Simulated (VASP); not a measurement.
A run of VASP 6.6.1:

INCAR

```
SYSTEM = Mo
PREC = Accurate ; ENCUT = 520
EDIFF = 1E-7 ; ISMEAR = 0
SIGMA = 0.15 ; LREAL = .False.
LASPH = .True. ; NELM = 100
ALGO = Fast ; ISIF = 2
LWAVE = .False. ; LCHARG = .False.
GGA = PE ; NBANDS = 13
```

The input KPOINTS:

```
regular mesh
0
Gamma
  22 22 22
  0 0 0
```

The input POSCAR:

```
Mo
1.0
   -1.5710000000      1.5710000000      1.4139000000
    1.5710000000     -1.5710000000      1.4139000000
    1.5710000000      1.5710000000     -1.4139000000
Mo
1
Direct
    0.0000000000      0.0000000000      0.0000000000
```

Potentials or basis: VASP PAW PBE potentials, release 64 (Mo_sv).

Run with:

```console
$ cat potpaw_PBE.64/Mo_sv/POTCAR > POTCAR
$ mpirun -np 1 vasp_std > vasp.out
```

Hardware: 1 thread of Intel Xeon 6975P-C, with other jobs on the host.

Q: How long does it take, and how much memory?

A: Wall time 83 s on 1 thread of Intel Xeon 6975P-C, on a shared host, peak memory 0.25 GiB. Counts: scf iterations 13, k points 834.
